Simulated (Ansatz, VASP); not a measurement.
Two plane-wave programs on NbP

File INCAR:

```
SYSTEM = NbP
PREC = Accurate
ENCUT = 520
EDIFF = 1E-6
ISMEAR = 0
SIGMA = 0.05
LREAL = .FALSE.
LASPH = .TRUE.
NELM = 80
ALGO = Normal
ISIF = 2
LWAVE = .FALSE.
LCHARG = .FALSE.
GGA = PS
NBANDS = 16
```

KPOINTS

```
Automatic mesh
0
G
  10 10 10
  0 0 0
```

POSCAR

```
NbP
1.0
    0.0000000000      2.7997705974      2.7997705974
    2.7997705974      0.0000000000      2.7997705974
    2.7997705974      2.7997705974      0.0000000000
Nb P
1 1
Direct
    0.0000000000      0.0000000000      0.0000000000
    0.2500000000      0.2500000000      0.2500000000
```

Input for Ansatz:

```yaml
crystal:
  lattice:
    - [0.0, 2.7997705974, 2.7997705974]
    - [2.7997705974, 0.0, 2.7997705974]
    - [2.7997705974, 2.7997705974, 0.0]
  atoms:
    - { symbol: Nb, position: [0.0, 0.0, 0.0] }
    - { symbol: P, position: [0.25, 0.25, 0.25] }
basis:
  ecutwfc: 420
  ecutrho_ratio: 4
kpoints:
  mp_grid: { grid: [10, 10, 10] }
hamiltonian:
  xc: pbesol
scf:
  occupations: { method: gaussian, width: 0.05 }
output:
  forces: true
  stress: true
  eigenvalues: true
  write_density: true
  write_potential: true
  elf: true
  volumetric_format: npy
```

Alike in both runs: task single point; functional PBEsol; k mesh 10 × 10 × 10; occupations gaussian, width 0.05 eV; no spin polarisation.

```csv
,VASP,Ansatz
version,VASP 6.6.1,Ansatz 0.2.0
potentials or method,"VASP PAW PBE potentials, release 64 (Nb_sv, P), cutoff 520 eV","scalar-relativistic, plane waves, PAW"
valence electrons in the cell,18,18
```

VASP gave:

- gap on the k mesh at the Fermi level (eV): none
- pressure (GPa): -4.4

What did Ansatz give for the same quantities?

gap on the k mesh at the Fermi level (eV): none; pressure (GPa): -4.3.

VASP's potentials were made for PBE, not for PBEsol. A gap of «none» marks a metal or a gap that the smearing closes. With one functional, cell and mesh, what is left measures potentials, basis and numerics.
